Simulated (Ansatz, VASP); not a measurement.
## Two plane-wave programs on W6Cl

```
W Cl
1.0
     2.68889    1.55243    4.57063
    -2.68889    1.55243    4.57063
     0.00000   -3.10486    4.57063
W Cl
6 1
Direct
  0.30759 0.90885 0.52344
  0.90885 0.52344 0.30759
  0.52344 0.30759 0.90885
  0.69241 0.09115 0.47656
  0.09115 0.47656 0.69241
  0.47656 0.69241 0.09115
  0.00000 0.00000 0.00000
```

Alike in both runs: functional PBE; k mesh 6 × 6 × 6; occupations gaussian, width 0.1 eV; no spin polarisation.

Ansatz relaxed the structure, and its values are those at the end. VASP's run is a single point on that final structure, the one shown.

|  | VASP | Ansatz |
| --- | --- | --- |
| version | VASP 6.6.1 | Ansatz 0.2.0 |
| potentials or method | VASP PAW PBE potentials, release 64 (W_sv, Cl), cutoff 520 eV | scalar-relativistic, plane waves, PAW |
| valence electrons in the cell | 91 | 91 |

```csv
,VASP,Ansatz,Ansatz less VASP
gap on the k mesh at the Fermi level (eV),none,none,-
pressure (GPa),0.6,0.0,-0.58
rms of the force components (eV/Å),0.024,0.002,-0.0224
```

A gap of «none» marks a metal or a gap that the smearing closes.

Spin-orbit coupling is off throughout.
